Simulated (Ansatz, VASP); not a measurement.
Two plane-wave programs on Tc

File INCAR:

```
PREC = Accurate
ENCUT = 600
EDIFF = 1E-6
ISMEAR = -1
SIGMA = 0.05
LREAL = F
LASPH = T
NELM = 60
ALGO = Normal
ISIF = 3
LWAVE = F
LCHARG = F
GGA = PE
IVDW = 12
IBRION = 2
NSW = 60
EDIFFG = -0.01
```

The input KPOINTS:

```
Automatic mesh
0
Gamma
  12 12 12
```

Contents of POSCAR:

```
Tc
1.0
    0.0000000000      1.9500000000      1.9500000000
    1.9500000000      0.0000000000      1.9500000000
    1.9500000000      1.9500000000      0.0000000000
Tc
1
Direct
    0.0000000000      0.0000000000      0.0000000000
```

File input.yaml:

```yaml
crystal:
  lattice:
    - [0.0, 1.95, 1.95]
    - [1.95, 0.0, 1.95]
    - [1.95, 1.95, 0.0]
  atoms:
    - { symbol: Tc, position: [0.0, 0.0, 0.0] }
hamiltonian:
  xc: pbe
  pseudopotentials: { kind: paw }
  dispersion: d3bj
kpoints:
  mp_grid: { grid: [12, 12, 12] }
scf:
  occupations: { method: fermi_dirac, width: 0.05 }
output:
  forces: true
  stress: true
  eigenvalues: true
relax:
  f_tol: 0.01
  max_steps: 40
  cell: { stress_tol: 0.05 }
```

Alike in both runs: task relaxation of cell and atoms; functional PBE; dispersion D3(BJ); k mesh 12 × 12 × 12; occupations fermi-dirac, width 0.05 eV; no spin polarisation.

```csv
,VASP,Ansatz
version,VASP 6.6.1,Ansatz 0.2.0
potentials or method,"VASP PAW PBE potentials, release 64 (Tc_pv)",Ansatz PAW earlier set
plane-wave cutoff (eV),600,500
valence electrons in the cell,13,15
```

```csv
,VASP,Ansatz,Ansatz less VASP
"gap on the k mesh at the Fermi level, each at its own relaxed structure (eV)",none,none,-
relaxed volume (Å³/atom),14.14,14.16,+0.025
relaxed cell length with the largest relative difference (Å),2.714,2.716,+0.0016
```

A gap of «none» marks a metal or a gap that the smearing closes. VASP's potentials hold 13 valence electrons a cell and Ansatz's 15, so a difference there can come from the potentials and not from the codes.

Noted on Ansatz's run: the plane-wave basis is chosen anew once the cell has moved, so the energies of steps on either side of that aren't comparable.
